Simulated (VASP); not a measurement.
# RbCl in VASP: further runs, part 2 of 2

VASP 6.6.1. The steps go on from the part before.

### Step 5. Single point, PBEsol

File INCAR:

```
  PREC = Accurate
  ENCUT = 500
  EDIFF = 1E-6
  ISMEAR = -1
  SIGMA = 0.05
  LREAL = F
  LASPH = T
  NELM = 120
  ALGO = Normal
  ISIF = 2
  LWAVE = F
  LCHARG = F
  GGA = PS
  NBANDS = 15
  GGA_COMPAT = F
```

File KPOINTS:

```
Automatic mesh
0
Gamma
  6 6 6
```

File POSCAR:

```
RbCl
1.0
    0.0163700000      3.2740000000      3.2740000000
    3.2740000000      0.0163700000      3.2740000000
    3.2903700000      3.2903700000      0.0000000000
Rb Cl
1 1
Direct
    0.0000000000      0.0000000000      0.0000000000
    0.5000000000      0.5000000000      0.5000000000
```

The run is started by

```
cat potpaw_PBE.64/Rb_sv/POTCAR potpaw_PBE.64/Cl/POTCAR > POTCAR
mpirun -np 1 vasp_std > vasp.out
```

Run time: 74 s. Hardware: 1 thread of Intel Xeon 8259CL, shared host; peak memory 0.22 GiB.

The run converged. Its results:

- Free energy: -6.8944 eV
- Pressure: 0.0 GPa
- Band gap on the k mesh: 4.88 eV, direct

Stress tensor (GPa, compression positive):
```
-0.02 -0.05  0.00
-0.05 -0.02  0.00
 0.00  0.00 -0.02
```

Levels at points of the mesh, in eV from the valence-band top:
```
           k point  band 4  band 5  band 6  band 7  band 8  band 9  band 10  band 11  band 12  band 13
(0.00, 0.00, 0.00)   -7.91   -7.91   -0.01   -0.01    0.00    4.88     7.86     7.91     7.95     8.90
(0.50, 0.00, 0.00)   -7.92   -7.88   -0.92   -0.38   -0.37    7.64     7.93    10.12    10.18    11.27
(0.50, 0.50, 0.00)   -8.02   -8.02   -0.33   -0.12   -0.10    6.07     8.00     9.63    10.03    10.38
(0.00, 0.00, 0.50)   -7.92   -7.87   -0.92   -0.37   -0.36    7.64     7.90    10.09    10.16    11.29
(0.50, 0.00, 0.50)   -8.02   -8.02   -0.34   -0.11   -0.11    6.07     8.00     9.63    10.03    10.37
```

Caveat: the PAW data sets were made with another functional, which shifts forces and pressure a little. A hybrid or GW would open this gap; PBEsol tends to underestimate it.

### Step 6. Single point, PBEsol

File INCAR:

```
  ALGO = Normal
  EDIFF = 1E-6
  ENCUT = 500
  GGA = PS
  GGA_COMPAT = F
  ISIF = 2
  ISMEAR = -1
  LASPH = T
  LCHARG = T
  LELF = T
  LREAL = F
  LVHAR = T
  LWAVE = F
  NBANDS = 15
  NELM = 120
  PREC = Accurate
  SIGMA = 0.05
```

File KPOINTS:

```
k-points
0
Gamma
  6 6 6
```

File POSCAR:

```
RbCl
1.0
    0.0327400000      3.2740000000      3.2740000000
    3.2740000000      0.0327400000      3.2740000000
    3.3067400000      3.3067400000      0.0000000000
Rb Cl
1 1
Direct
    0.0000000000      0.0000000000      0.0000000000
    0.5000000000      0.5000000000      0.5000000000
```

Potentials or basis: VASP PAW PBE potentials, release 64 (Rb_sv, Cl).

The run is started by

```
cat potpaw_PBE.64/Rb_sv/POTCAR potpaw_PBE.64/Cl/POTCAR > POTCAR
mpirun -np 1 vasp_std > vasp.out
```

OUTCAR:

```text
EDIFF = 1E-6
   ENCUT = 500
   GGA = PS
   ISIF = 2
   ISMEAR = -1
   LASPH = T
   LREAL = F
   NELM = 120
   PREC = Accurate

 ion  position               nearest neighbor table
   1  0.000  0.000  0.000-   2 3.27   2 3.27   2 3.27   2 3.27   2 3.27   2 3.27
   2  0.500  0.500  0.500-   1 3.27   1 3.27   1 3.27   1 3.27   1 3.27   1 3.27

  LATTYP: Found a body centered orthorhombic cell.
 ALAT       =     4.5838338512
 B/A-ratio  =     1.0202020202
 C/A-ratio  =     1.4284985479

  Lattice vectors:

 A1 = (   3.2740000000,   0.0327400000,  -3.2740000000)
 A2 = (  -3.2740000000,  -0.0327400000,  -3.2740000000)
 A3 = (   0.0327400000,   3.2740000000,   3.2740000000)

Analysis of symmetry for initial positions (statically):
=====================================================================
 Subroutine PRICEL returns:
 Original cell was already a primitive cell.

 Routine SETGRP: Setting up the symmetry group for a
 body centered orthorhombic supercell.

 Subroutine GETGRP returns: Found  8 space group operations
 (whereof  8 operations were pure point group operations)
 out of a pool of  8 trial point group operations.

The static configuration has the point symmetry D_2h.

Analysis of symmetry for dynamics (positions and initial velocities):
=====================================================================
 Subroutine PRICEL returns:
 Original cell was already a primitive cell.

 Routine SETGRP: Setting up the symmetry group for a
 body centered orthorhombic supercell.

 Subroutine GETGRP returns: Found  8 space group operations
 (whereof  8 operations were pure point group operations)
 out of a pool of  8 trial point group operations.

The dynamic configuration has the point symmetry D_2h.

 Subroutine INISYM returns: Found  8 space group operations
 (whereof  8 operations are pure point group operations),
 and found     1 'primitive' translations

[... 118 lines left out ...]
   LORBIT       =      0    0 simple, 1 ext, 2 COOP (PROOUT), +10 PAW based schemes
   GGA     = PS    functional components
   LHFCALC =     F    Hartree Fock is set to
   AEXX    =    0.0000 exact exchange contribution
   IVDW    =     0    specifies the selected vdW correction
   LEPSILON=     F    determine dielectric tensor
   LRPA    =     F    only Hartree local field effects (RPA)
 non-spin polarized calculation
  energy-cutoff  :      500.00
  volume of cell :       70.18
 maximum number of plane-waves:      1811
 NGX is ok and might be reduce to    36
   NGX = 17   NGY = 17   NGZ = 17

 number of electron      16.0000001 magnetization

 Free energy of the ion-electron system (eV)
  ---------------------------------------------------
  ext. energy  EPLUGINS =         0.00000000
  ---------------------------------------------------
  free energy    TOTEN  =        -6.89409784 eV

  energy without entropy =       -6.89409784  energy(sigma->0) =       -6.89409784

 E-fermi :  -0.7393     XC(G=0):  -7.5909

 val. band max:       -1.8797450271   @ k =   0.0000   0.0000   0.0000
 cond. band min:       2.9932432888   @ k =   0.0000   0.0000   0.0000
 fundamental gap:      4.8729883159
 Fermi energy:        -0.7392774458

 k-point     1 :       0.0000    0.0000    0.0000
  band No.  band energies     occupation
      1     -25.7355      2.00000
      2     -13.8761      2.00000
      3      -9.7969      2.00000
      4      -9.7953      2.00000
      5      -9.7934      2.00000
      6      -1.9054      2.00000
      7      -1.8934      2.00000
      8      -1.8797      2.00000
      9       2.9932      0.00000
     10       5.9350      0.00000
     11       6.0195      0.00000
     12       6.1055      0.00000
     13       7.0111      0.00000
     14       7.0133      0.00000
[... 401 lines left out ...]
      2     -13.8569      2.00000
      3     -10.0075      2.00000
      4      -9.8773      2.00000
      5      -9.8756      2.00000
      6      -2.3122      2.00000
      7      -2.1386      2.00000
      8      -2.0421      2.00000
      9       4.6035      0.00000
     10       6.0812      0.00000
     11       7.7014      0.00000
     12       8.3952      0.00000
     13       8.4335      0.00000
     14       9.3932      0.00000
     15       9.8960      0.00000

 [... further k-points ...]
[... 5 lines left out ...]
  --------------------------------------------------------------------------------------
  -------------------------------------------------------------------------------------
  Total       -0.0109694     -0.0109694     -0.0116861     -0.0443792      0.0000000      0.0000000
  in kB       -0.2504219     -0.2504219     -0.2667837     -1.0131357      0.0000000      0.0000000
  external PRESSURE =      -0.2558758 kB  Pullay stress =       0.0000000 kB

 VOLUME and BASIS-vectors are now :
 -----------------------------------------------------------------------------
  energy-cutoff  :      500.00
  volume of cell :       70.18
      direct lattice vectors                 reciprocal lattice vectors
     0.032740000  3.274000000  3.274000000    -0.154260997  0.154260997  0.152718387
     3.274000000  0.032740000  3.274000000     0.154260997 -0.154260997  0.152718387
     3.306740000  3.306740000  0.000000000     0.151206324  0.151206324 -0.152718387

 POSITION                                       TOTAL-FORCE (eV/Angst)
 -----------------------------------------------------------------------------------
      0.00000      0.00000      0.00000         0.000000     -0.000000      0.000000
      3.30674      3.30674      3.27400        -0.000000      0.000000      0.000000
 -----------------------------------------------------------------------------------
    total drift:                                0.000000      0.000000      0.000000

  FREE ENERGIE OF THE ION-ELECTRON SYSTEM (eV)
  ---------------------------------------------------
  free  energy   TOTEN  =        -6.8940978425 eV

  energy  without entropy=       -6.8940978425  energy(sigma->0) =       -6.89409784
```

OSZICAR:

```text
N       E                     dE             d eps       ncg     rms          rms(c)
DAV:   1     0.786162813911E+02    0.78616E+02   -0.66385E+03  1380   0.896E+02
DAV:   2    -0.171151957104E+01   -0.80328E+02   -0.74258E+02  1974   0.165E+02
DAV:   3    -0.705777221815E+01   -0.53463E+01   -0.53223E+01  1837   0.431E+01
DAV:   4    -0.719809178835E+01   -0.14032E+00   -0.14029E+00  2035   0.691E+00
DAV:   5    -0.719970097244E+01   -0.16092E-02   -0.16092E-02  1910   0.635E-01    0.306E+00
DAV:   6    -0.689971409455E+01    0.29999E+00   -0.40954E-01  1737   0.324E+00    0.229E+00
DAV:   7    -0.688085266759E+01    0.18861E-01   -0.94122E-02  1877   0.169E+00    0.133E+00
DAV:   8    -0.689251400307E+01   -0.11661E-01   -0.15105E-02  1709   0.751E-01    0.158E-01
DAV:   9    -0.689352407974E+01   -0.10101E-02   -0.12621E-03  1793   0.188E-01    0.865E-02
DAV:  10    -0.689406906834E+01   -0.54499E-03   -0.50508E-04  1485   0.131E-01    0.152E-02
DAV:  11    -0.689409069390E+01   -0.21626E-04   -0.29073E-05  1751   0.331E-02    0.126E-02
DAV:  12    -0.689409785391E+01   -0.71600E-05   -0.19280E-05  1499   0.231E-02    0.361E-03
DAV:  13    -0.689409784248E+01    0.11438E-07   -0.32834E-07  1537   0.403E-03
   1 F= -.68940978E+01 E0= -.68940978E+01  d E =-.232976E-10
```

It took 75 s on 1 thread of Intel Xeon 8259CL, shared host; peak memory 0.22 GiB.

Results:

- Free energy: -6.8941 eV
- Pressure: 0.0 GPa
- Band gap on the k mesh: 4.87 eV, direct

Stress tensor (GPa, compression positive):
```
-0.03 -0.10  0.00
-0.10 -0.03  0.00
 0.00  0.00 -0.03
```

Caveat: the PAW data sets were made with another functional, which shifts forces and pressure a little. Expect the measured gap to be larger: semilocal functionals such as PBEsol lack the derivative discontinuity.

### Step 7. Overview

```tsv
cell	gap on the mesh (eV)	pressure (GPa)
a = 4.630 Å, angles 60.0°, 2 atoms	4.89	0.0
a = 4.630, b = 4.630, c = 4.584 Å, angles 60.3, 60.3, 60.7°, 2 atoms	4.87	0.0
a = 4.630, b = 4.630, c = 4.607 Å, angles 60.2, 60.2, 60.3°, 2 atoms	4.88	0.0
a = 4.630, b = 4.630, c = 4.653 Å, angles 59.8, 59.8, 59.7°, 2 atoms	4.88	0.0
a = 4.630, b = 4.630, c = 4.676 Å, angles 59.7, 59.7, 59.3°, 2 atoms	4.87	0.0
```

Alike in all rows: task single point; level PBEsol; potentials or basis VASP PAW PBE potentials, release 64 (Rb_sv, Cl); no spin polarisation; k mesh 6 × 6 × 6; cutoff (eV) 500; smearing fermi-dirac 0.05 eV.

Caveats: the PAW data sets were made with another functional, which shifts forces and pressure a little.

Total energies depend on the potentials used, so only differences within one code and one set of settings carry meaning.
